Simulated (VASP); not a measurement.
Set up this calculation in VASP 6.6.1, as the native input.

```
Task                   : single point
Functional             : PBEsol
Potentials or basis    : VASP PAW PBE potentials, release 64 (Co, O)
Cutoff                 : 520 eV
k mesh                 : 6 × 6 × 6
Occupations            : fermi-dirac, width 0.05 eV
Spin                   : collinear spin, ferromagnetic start
Starting moments       : [2.0, 0.0] μB
Dipole correction      : no
Further INCAR settings : ALGO = Normal; EDIFF = 1e-06; NBANDS = 18
```

The structure of CoO lies in POSCAR:

```
CoO
1.0
    1.6022198417      0.9250420569      2.5664708903
   -1.6022198417      0.9250420569      2.5664708903
    0.0000000000     -1.8500841138      2.5664708903
Co O
1 1
Direct
    0.9989783200      0.9989783200      0.9989783200
    0.7510210300      0.7510210300      0.7510210300
```

One way to write it, as run:

INCAR

```
ALGO = Normal
EDIFF = 1E-6
ENCUT = 520
GGA = PS
ISIF = 2
ISMEAR = -1
ISPIN = 2
LASPH = True
LCHARG = False
LMAXMIX = 4
LORBIT = 11
LREAL = False
LWAVE = False
MAGMOM = 2 0
NBANDS = 18
NELM = 150
PREC = Accurate
SIGMA = 0.05
```

KPOINTS

```
k-points
0
Gamma
  6 6 6
```

Potentials or basis: VASP PAW PBE potentials, release 64 (Co, O).

Launch:

```bash
$ cat potpaw_PBE.64/Co/POTCAR potpaw_PBE.64/O/POTCAR > POTCAR
$ mpirun -np 1 vasp_std > vasp.out
```

Results of the run:

The pressure is -8.5 GPa, the largest force is 0.215 eV/Å and the net moment is 2.73 μB per cell. The site moments are Co +2.35; O +0.30 μB. The valence electrons inside the program's atomic spheres are Co 8.01; O 4.96.

Caveat: the k points lie up to 0.40 Å⁻¹ apart; the PAW data sets were made with another functional, which shifts forces and pressure a little; a cell with one magnetic atom can't hold antiferromagnetic order, which such compounds often take.

It took 49 s on 1 thread of AMD EPYC 7R13, on a shared host, peak memory 0.13 GiB.
